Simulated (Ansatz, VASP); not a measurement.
# AlGa3N4: VASP beside Ansatz

File INCAR:

```
SYSTEM = AlGa3N4
PREC = Accurate
ENCUT = 520
EDIFF = 1E-7
ISMEAR = 0
SIGMA = 0.05
LREAL = .False.
LASPH = .True.
NELM = 60
ALGO = Normal
ISIF = 2
LWAVE = .False.
LCHARG = .False.
GGA = CA
NBANDS = 41
```

Contents of KPOINTS:

```
regular mesh
0
Gamma
  6 6 6
  0 0 0
```

File POSCAR:

```
AlGa3N4
1.0
    4.5595547306      0.1549363258      0.1549363258
    0.1549363258      4.5595547306      0.1549363258
    0.1549363258      0.1549363258      4.5595547306
Al Ga N
1 3 4
Direct
    0.0000000000      0.0000000000      0.0000000000
    0.5000000000      0.5000000000      0.0000000000
    0.5000000000      0.0000000000      0.5000000000
    0.0000000000      0.5000000000      0.5000000000
    0.7548078379      0.7548078379      0.2451921621
    0.7548078379      0.2451921621      0.7548078379
    0.2451921621      0.7548078379      0.7548078379
    0.2451921621      0.2451921621      0.2451921621
```

Input for Ansatz:

```yaml
crystal:
  lattice:
    - [4.5595547306, 0.1549363258, 0.1549363258]
    - [0.1549363258, 4.5595547306, 0.1549363258]
    - [0.1549363258, 0.1549363258, 4.5595547306]
  atoms:
    - { symbol: Al, position: [0.0, 0.0, 0.0] }
    - { symbol: Ga, position: [0.5, 0.5, 0.0] }
    - { symbol: Ga, position: [0.5, 0.0, 0.5] }
    - { symbol: Ga, position: [0.0, 0.5, 0.5] }
    - { symbol: "N", position: [0.7548078379, 0.7548078379, 0.2451921621] }
    - { symbol: "N", position: [0.7548078379, 0.2451921621, 0.7548078379] }
    - { symbol: "N", position: [0.2451921621, 0.7548078379, 0.7548078379] }
    - { symbol: "N", position: [0.2451921621, 0.2451921621, 0.2451921621] }
basis:
  ecutwfc: 520.0
kpoints:
  mp_grid: { grid: [6, 6, 6] }
hamiltonian:
  xc: lda
  pseudopotentials: { kind: paw, azcp: { folder: soft_1 } }
scf:
  occupations: { method: gaussian, width: 0.05 }
output:
  forces: true
  stress: true
  eigenvalues: true
```

Change from the starting cell: equal engineering shear yz, xz and xy +0.0700, equal normal strain along x, y and z +0.0300.

Alike in both runs: task single point; functional LDA; k mesh 6 × 6 × 6; occupations gaussian, width 0.05 eV; no spin polarisation.

```csv
,VASP,Ansatz
version,VASP 6.6.1,Ansatz 0.2.0
potentials or method,"VASP PAW LDA potentials, release 64 (Al, Ga_d, N), cutoff 520 eV","scalar-relativistic, plane waves, PAW"
valence electrons in the cell,62,62
```

```tsv
	VASP	Ansatz	Ansatz less VASP
gap on the k mesh at the Fermi level (eV)	1.56	1.56	-0.003
least direct gap on the mesh (eV)	1.56	1.56	-0.003
pressure (GPa)	-11.5	-12.3	-0.76
traceless stress, the component that is largest in VASP (GPa)	-10.13	-9.96	+0.173
rms of the force components (eV/Å)	0.142	0.123	-0.0196
```

Ansatz warns that its potentials were made for another functional, while VASP's fit it. LDA's correlation is that of Perdew and Zunger in VASP and of Perdew and Wang (1992) in Ansatz. Atom by atom the forces differ by 0.022 eV/Å (rms over components).
